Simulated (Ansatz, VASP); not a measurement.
Ti3Zn: VASP beside Ansatz

```xyz
4
Lattice="3.8029 0.0340 0.0340 0.0340 3.8029 0.0340 0.0340 0.0340 3.8029" Properties=species:S:1:pos:R:3 pbc="T T T"
Ti    0.0340    1.9185    1.9185
Ti    1.9185    0.0340    1.9185
Ti    1.9185    1.9185    0.0340
Zn    0.0000    0.0000    0.0000
```

Alike in both runs: task single point; functional LDA; k mesh 12 × 12 × 12; occupations gaussian, width 0.15 eV; no spin polarisation.

|  | VASP | Ansatz |
| --- | --- | --- |
| version | VASP 6.6.1 | Ansatz 0.2.0 |
| potentials or method | VASP PAW LDA potentials, release 64 (Ti_sv, Zn), cutoff 520 eV | scalar-relativistic, plane waves, PAW |
| valence electrons in the cell | 48 | 48 |

Ansatz gave:

| Quantity | Value |
| --- | --- |
| gap on the k mesh at the Fermi level (eV) | none |
| pressure (GPa) | 12.8 |
| traceless stress, the component that is largest in VASP (GPa) | -1.77 |

Estimate VASP's values.

gap on the k mesh at the Fermi level (eV): none; pressure (GPa): 13.0; traceless stress, the component that is largest in VASP (GPa): -1.77.

LDA's correlation is that of Perdew and Zunger in VASP and of Perdew and Wang (1992) in Ansatz. A gap of «none» marks a metal or a gap that the smearing closes.
